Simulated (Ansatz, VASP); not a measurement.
## Sc4Te in VASP and in Ansatz

```
CELL_PARAMETERS angstrom
4.92129 0.00000 0.00000
0.00000 4.92129 0.00000
0.00000 0.00000 4.92129
ATOMIC_POSITIONS crystal
Sc 0.00000 0.50000 0.50000
Sc 0.50000 0.00000 0.50000
Sc 0.50000 0.50000 0.00000
Sc 0.50000 0.50000 0.50000
Te 0.00000 0.00000 0.00000
```

Alike in both runs: task single point; functional PBE; k mesh 4 × 4 × 4; occupations gaussian, width 0.1 eV; no spin polarisation.

|  | VASP | Ansatz |
| --- | --- | --- |
| version | VASP 6.6.1 | Ansatz 0.2.0 |
| potentials or method | VASP PAW PBE potentials, release 64 (Sc_sv, Te), cutoff 520 eV | scalar-relativistic, plane waves, PAW |
| valence electrons in the cell | 50 | 60 |

```csv
,VASP,Ansatz,Ansatz less VASP
gap on the k mesh at the Fermi level (eV),none,none,-
pressure (GPa),6.0,5.8,-0.19
```

A gap of «none» marks a metal or a gap that the smearing closes. With one functional, cell and mesh, what is left measures potentials, basis and numerics. VASP's potentials hold 50 valence electrons a cell and Ansatz's 60, so a difference there can come from the potentials and not from the codes.

Neither program's run includes spin-orbit coupling.
